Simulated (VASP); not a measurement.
The system is Sn.

```
Sn
1.0
     0.00000    2.39171    2.39171
     2.39171    0.00000    2.39171
     2.39171    2.39171    0.00000
Sn
1
Direct
  0.00000 0.00000 0.00000
```

- Program: VASP 6.6.1
- Task: relaxation of cell and atoms
- Functional: PBEsol
- Potentials or basis: VASP PAW PBE potentials, release 64 (Sn_d)
- Cutoff: 600 eV
- k mesh: 20 × 20 × 20
- Occupations: gaussian, width 0.1 eV
- Spin: no spin polarisation

At the start: pressure -1.6 GPa; volume 27.36 Å³/atom.

Q: How do energy, volume and symmetry change on relaxing?

A: Over 3 steps the energy falls by 4.4 meV/atom and the volume is 26.50 Å³/atom (-3.1 %); space group Fm-3m (No. 225, to 0.05 Å).

The path:
```
step  energy change (eV)  largest force (eV/Å)  pressure (GPa)  volume (Å³)
   1              0.0000                0.0000           -1.59        27.36
   2             -0.0041                0.0000            0.44        26.30
   3             -0.0044                0.0000            0.01        26.50
```

Final structure:
```xyz
1
Lattice="0.0000 2.3664 2.3664 2.3664 0.0000 2.3664 2.3664 2.3664 0.0000" Properties=species:S:1:pos:R:3 pbc="T T T"
Sn    0.0000    0.0000    0.0000
```

Caveat: the PAW data sets were made with another functional, which shifts forces and pressure a little.
